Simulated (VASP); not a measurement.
**Ca: relaxation of cell and atoms with BLYP**

Ca:

```
CELL_PARAMETERS angstrom
3.95159 0.00000 0.00000
-1.97580 3.42218 0.00000
0.00000 0.00000 12.90589
ATOMIC_POSITIONS crystal
Ca 0.00000 0.00000 0.00000
Ca 0.00000 0.00000 0.50000
Ca 0.33333 0.66667 0.25000
Ca 0.66667 0.33333 0.75000
```

This isn't the form of Ca at room conditions, which is fcc.

```yaml
Program: VASP 6.6.1
Task: relaxation of cell and atoms
Functional: BLYP
Potentials_or_basis: VASP PAW PBE potentials, release 64 (Ca_sv)
Cutoff: 600 eV
k_mesh: 9 × 9 × 3
Occupations: fermi-dirac, width 0.1 eV
Spin: no spin polarisation
Dipole_correction: no
Further_INCAR_settings: ALGO = Normal; EDIFF = 1e-06; IBRION = 2; EDIFFG = -0.01; NSW = 80; ISIF = 3
```

The relaxed volume is 42.81 Å³/atom. The relaxed cell is a = 3.924 Å, b = 3.924 Å, c = 12.840 Å, α = 90.00°, β = 90.00°, γ = 120.00°, the space group after relaxing (to 0.1 Å) is P6_3/mmc (No. 194) and the energy gained by relaxing is 0.8 meV/atom. The ionic steps are 4, the pressure after relaxing is 0.0 GPa and the band gap on the k mesh is zero (bands 20 and 21 overlap by 0.31 eV).

The path:
| step | energy change (eV) | largest force (eV/Å) | pressure (GPa) | volume (Å³) |
| --- | --- | --- | --- | --- |
| 1 | 0.0000 | 0.0000 | -0.29 | 174.53 |
| 2 | -0.0026 | 0.0000 | -0.11 | 172.51 |
| 3 | -0.0029 | 0.0000 | 0.05 | 170.69 |
| 4 | -0.0030 | 0.0000 | -0.01 | 171.24 |

Final structure:
```cif
data_structure
_symmetry_space_group_name_H-M 'P 1'
_symmetry_Int_Tables_number 1
_cell_length_a 3.9243
_cell_length_b 3.9243
_cell_length_c 12.8396
_cell_angle_alpha 90.000
_cell_angle_beta 90.000
_cell_angle_gamma 120.000
_cell_volume 171.24
loop_
_atom_site_label
_atom_site_type_symbol
_atom_site_fract_x
_atom_site_fract_y
_atom_site_fract_z
_atom_site_occupancy
Ca1 Ca 0.00000 0.00000 0.00000 1
Ca2 Ca 0.00000 0.00000 0.50000 1
Ca3 Ca 0.33333 0.66667 0.25000 1
Ca4 Ca 0.66667 0.33333 0.75000 1
```

Levels at points of the mesh, in eV from the Fermi level:
| k point | band 17 | band 18 | band 19 | band 20 | band 21 | band 22 | band 23 | band 24 |
| --- | --- | --- | --- | --- | --- | --- | --- | --- |
| (0.00, 0.00, 0.00) | -3.97 | -2.97 | -2.96 | -1.04 | -0.10 | 1.29 | 1.29 | 2.02 |

It took 4.1 min on 1 thread of Intel(R) Xeon(R) 6975P-C (Granite Rapids) (shared host), peak memory 0.38 GiB.

Caveat: the PAW data sets were made with another functional, which shifts forces and pressure a little.
